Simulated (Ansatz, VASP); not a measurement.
**Two plane-wave programs on Mg3Sb2**

```
Mg Sb
1.0
     4.56967    0.00000    0.00000
    -2.28483    3.95745    0.00000
     0.00000    0.00000    7.24000
Mg Sb
3 2
Direct
  0.33333 0.66667 0.63366
  0.66667 0.33333 0.36634
  0.00000 0.00000 0.00000
  0.33333 0.66667 0.22875
  0.66667 0.33333 0.77125
```

Alike in both runs: task single point; functional r2SCAN; k mesh 6 × 6 × 4; no spin polarisation.

```csv
,VASP,Ansatz
version,VASP 6.6.1,Ansatz 0.2.0
potentials or method,"VASP PAW PBE potentials, release 64 (Mg, Sb)","plane waves, PAW"
plane-wave cutoff (eV),660,500
occupations,"gaussian, width 0.01 eV",fixed
valence electrons in the cell,16,60
```

|  | VASP | Ansatz | Ansatz less VASP |
| --- | --- | --- | --- |
| gap on the k mesh at the Fermi level (eV) | 0.56 | 0.60 | +0.038 |
| pressure (GPa) | 0.0 | 0.0 | 0.00 |
| rms of the force components (eV/Å) | 0.006 | 0.001 | -0.0051 |

VASP's potentials were made for PBE, not for r2SCAN. Atom by atom the forces differ by 0.006 eV/Å (rms over components). VASP's potentials hold 16 valence electrons a cell and Ansatz's 60, so a difference there can come from the potentials and not from the codes.

Neither program's run includes spin-orbit coupling.
